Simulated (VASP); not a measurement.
# MnS (Fm-3m) in VASP: further runs, part 2 of 2

VASP 6.6.1. The steps go on from the part before.

### 5 Single point, revPBE+U, collinear spin, ferromagnetic start

This run uses another cell than the first one, of 17.31 Å³/atom, 0.980 times its volume.

Input file INCAR:

```
SYSTEM = MnS
  PREC = Accurate
  ENCUT = 520
  EDIFF = 1E-7
  ISMEAR = -5
  SIGMA = 0.1
  LREAL = .FALSE.
  LASPH = .TRUE.
  NELM = 150
  ALGO = Normal
  ISIF = 2
  LWAVE = .FALSE.
  LCHARG = .FALSE.
  ISPIN = 2
  MAGMOM = 4 0
  LORBIT = 11
  LMAXMIX = 4
  LDAU = .TRUE.
  LDAUTYPE = 2
  LDAUL = 2 -1
  LDAUU = 4 0
  LDAUJ = 0 0
  LDAUPRINT = 1
  GGA = RE
  NBANDS = 20
```

Input file KPOINTS:

```
Automatic mesh
0
G
  9 9 9
  0 0 0
```

Input file POSCAR:

```
MnS
1.0
    0.0000000000      2.5870196075      2.5870196075
    2.5870196075      0.0000000000      2.5870196075
    2.5870196075      2.5870196075      0.0000000000
Mn S
1 1
Direct
    0.0000000000      0.0000000000      0.0000000000
    0.5000000000      0.5000000000      0.5000000000
```

Potentials or basis: VASP PAW PBE potentials, release 64 (Mn_pv, S).

Command:

```sh
$ cat potpaw_PBE.64/Mn_pv/POTCAR potpaw_PBE.64/S/POTCAR > POTCAR
$ mpirun -np 1 vasp_std > vasp.out
```

OUTCAR:

```text
SYSTEM = MnS
   PREC = Accurate
   ENCUT = 520
   EDIFF = 1E-7
   ISMEAR = -5
   LREAL = .FALSE.
   LASPH = .TRUE.
   NELM = 150
   ISIF = 2
   ISPIN = 2
   LORBIT = 11
   GGA = RE

 ion  position               nearest neighbor table
   1  0.000  0.000  0.000-   2 2.59   2 2.59   2 2.59   2 2.59   2 2.59   2 2.59
   2  0.500  0.500  0.500-   1 2.59   1 2.59   1 2.59   1 2.59   1 2.59   1 2.59

  LATTYP: Found a face centered cubic cell.
 ALAT       =     5.1740392150

  Lattice vectors:

 A1 = (   0.0000000000,   2.5870196075,   2.5870196075)
 A2 = (   2.5870196075,   0.0000000000,   2.5870196075)
 A3 = (   2.5870196075,   2.5870196075,   0.0000000000)
[... 1356 lines left out ...]

 VOLUME and BASIS-vectors are now :
 -----------------------------------------------------------------------------
  energy-cutoff  :      520.00
  volume of cell :       34.63
      direct lattice vectors                 reciprocal lattice vectors
     0.000000000  2.587019607  2.587019607    -0.193272598  0.193272598  0.193272598
     2.587019607  0.000000000  2.587019607     0.193272598 -0.193272598  0.193272598
     2.587019607  2.587019607  0.000000000     0.193272598  0.193272598 -0.193272598

 POSITION                                       TOTAL-FORCE (eV/Angst)
 -----------------------------------------------------------------------------------
      0.00000      0.00000      0.00000        -0.000000     -0.000000      0.000000
      2.58702      2.58702      2.58702         0.000000      0.000000     -0.000000
 -----------------------------------------------------------------------------------
    total drift:                               -0.000000      0.000000      0.000000

  FREE ENERGIE OF THE ION-ELECTRON SYSTEM (eV)
  ---------------------------------------------------
  free  energy   TOTEN  =       -12.4159260549 eV

  energy  without entropy=      -12.4159260549  energy(sigma->0) =      -12.41592605

 total charge

# of ion       s       p       d       tot
------------------------------------------
    1        0.218   6.176   4.895  11.289
    2        1.322   2.487   0.000   3.810
--------------------------------------------------
tot          1.540   8.663   4.895  15.098

 magnetization (x)

# of ion       s       p       d       tot
------------------------------------------
    1        0.049   0.041   4.507   4.596
    2        0.021   0.063   0.000   0.084
--------------------------------------------------
tot          0.069   0.103   4.507   4.679
```

Run time: 28 s. Hardware: 1 thread of Intel Xeon Platinum 8559C (Emerald Rapids), shared host; peak memory 0.18 GiB.

What came out:

* Free energy: -12.4159 eV
* Pressure: 8.6 GPa
* Band gap on the k mesh: 0.60 eV, indirect (least direct gap 2.69 eV)
* Net moment: 5.00 μB per cell
* Site moments: Mn +4.60; S +0.08 μB
* Valence electrons inside the program's atomic spheres: Mn 11.29; S 3.81

Levels at points of the mesh, in eV from the valence-band top:
Spin up:
```tsv
k point	band 8	band 9	band 10	band 11	band 12	band 13	band 14	band 15	band 16	band 17
(0.00, 0.00, 0.00)	-4.92	-4.92	-1.46	-1.46	-1.46	2.22	8.56	8.56	8.56	10.90
```
Spin down:
| k point | band 4 | band 5 | band 6 | band 7 | band 8 | band 9 | band 10 | band 11 |
| --- | --- | --- | --- | --- | --- | --- | --- | --- |
| (0.00, 0.00, 0.00) | -14.01 | -1.27 | -1.27 | -1.27 | 2.13 | 2.13 | 2.13 | 2.13 |

Eigenvalues of the final occupation matrices:
```
    site  spin  trace               eigenvalues
site 1 d     1   4.71  0.93 0.93 0.93 0.96 0.96
site 1 d     2   0.20  0.01 0.01 0.01 0.08 0.08
```

Caveat: the PAW data sets were made with another functional, which shifts forces and pressure a little; a cell with one magnetic atom can't hold antiferromagnetic order, which such compounds often take.

### 6 Single point, revPBE+U, collinear spin, ferromagnetic start

This run uses another cell than the first one, of 16.61 Å³/atom, 0.940 times its volume.

Input file INCAR:

```
SYSTEM = MnS
PREC = Accurate ; ENCUT = 520
EDIFF = 1E-7 ; ISMEAR = -5
SIGMA = 0.1 ; LREAL = .FALSE.
LASPH = .TRUE. ; NELM = 150
ALGO = Normal ; ISIF = 2
LWAVE = .FALSE. ; LCHARG = .TRUE.
ISPIN = 2 ; MAGMOM = 4 0
LORBIT = 11 ; LMAXMIX = 4
LDAU = .TRUE. ; LDAUTYPE = 2
LDAUL = 2 -1 ; LDAUU = 4 0
LDAUJ = 0 0 ; LDAUPRINT = 1
GGA = RE ; LELF = .TRUE.
LVHAR = .TRUE. ; NBANDS = 20
```

KPOINTS is that of step 5.

Input file POSCAR:

```
MnS
1.0
    0.0000000000      2.5513320201      2.5513320201
    2.5513320201      0.0000000000      2.5513320201
    2.5513320201      2.5513320201      0.0000000000
Mn S
1 1
Direct
    0.0000000000      0.0000000000      0.0000000000
    0.5000000000      0.5000000000      0.5000000000
```

Potentials or basis: VASP PAW PBE potentials, release 64 (Mn_pv, S).

Command:

```sh
$ cat potpaw_PBE.64/Mn_pv/POTCAR potpaw_PBE.64/S/POTCAR > POTCAR
$ mpirun -np 1 vasp_std > vasp.out
```

It took 27 s on 1 thread of Intel Xeon Platinum 8559C (Emerald Rapids), shared host; peak memory 0.18 GiB.

The run converged. Its results:

```
Free energy                                           : -12.3194 eV
Pressure                                              : 13.4 GPa
Band gap on the k mesh                                : 0.31 eV, indirect (least direct gap 2.52 eV)
Net moment                                            : 5.00 μB per cell
Site moments                                          : Mn +4.58; S +0.09 μB
Valence electrons inside the program's atomic spheres : Mn 11.33; S 3.83
```

Levels at points of the mesh, in eV from the valence-band top:
Spin up:
```tsv
k point	band 8	band 9	band 10	band 11	band 12	band 13	band 14	band 15	band 16	band 17
(0.00, 0.00, 0.00)	-5.06	-5.06	-1.61	-1.61	-1.61	2.44	8.51	8.51	8.51	10.81
```
Spin down:
```csv
k point,band 5,band 6,band 7,band 8,band 9,band 10
"(0.00, 0.00, 0.00)",-1.40,-1.40,-1.40,1.92,1.92,1.92
```

Eigenvalues of the final occupation matrices:
| site | spin | trace | eigenvalues |
| --- | --- | --- | --- |
| site 1 d | 1 | 4.71 | 0.93 0.93 0.93 0.96 0.96 |
| site 1 d | 2 | 0.21 | 0.02 0.02 0.02 0.08 0.08 |

Caveat: the PAW data sets were made with another functional, which shifts forces and pressure a little; a cell with one magnetic atom can't hold antiferromagnetic order, which such compounds often take. A k mesh can miss the band edges.

### 7 Overview

| task | level | U | cell | smearing | k mesh for the DOS | occupations for the DOS | gap on the mesh (eV) | pressure (GPa) | moment (μB) |
| --- | --- | --- | --- | --- | --- | --- | --- | --- | --- |
| single point | PBEsol+U | Mn d U = 2.0 eV | a = 3.683 Å, angles 60.0°, 2 atoms | fermi-dirac 0.05 eV | - | - | none | -1.8 | 4.96 |
| single point | PBEsol+U | Mn d U = 8.0 eV | a = 3.683 Å, angles 60.0°, 2 atoms | fermi-dirac 0.05 eV | - | - | 1.49 | 3.2 | 5.00 |
| density of states | PBEsol+U | Mn d U = 3.0 eV | a = 3.683 Å, angles 60.0°, 2 atoms | fermi-dirac 0.05 eV | 14 × 14 × 14 | tetrahedron | - | - | 4.99 |
| single point | revPBE+U | Mn d U = 4.0 eV | a = 3.659 Å, angles 60.0°, 2 atoms | tetrahedron | - | - | 0.60 | 8.6 | 5.00 |
| single point | revPBE+U | Mn d U = 4.0 eV | a = 3.608 Å, angles 60.0°, 2 atoms | tetrahedron | - | - | 0.31 | 13.4 | 5.00 |

Alike in all rows: potentials or basis VASP PAW PBE potentials, release 64 (Mn_pv, S); spin collinear, ferromagnetic start; k mesh 9 × 9 × 9; cutoff (eV) 520.

Caveats: the PAW data sets were made with another functional, which shifts forces and pressure a little; a cell with one magnetic atom can't hold antiferromagnetic order, which such compounds often take.

Absolute energies hang on the potentials; compare differences alone.
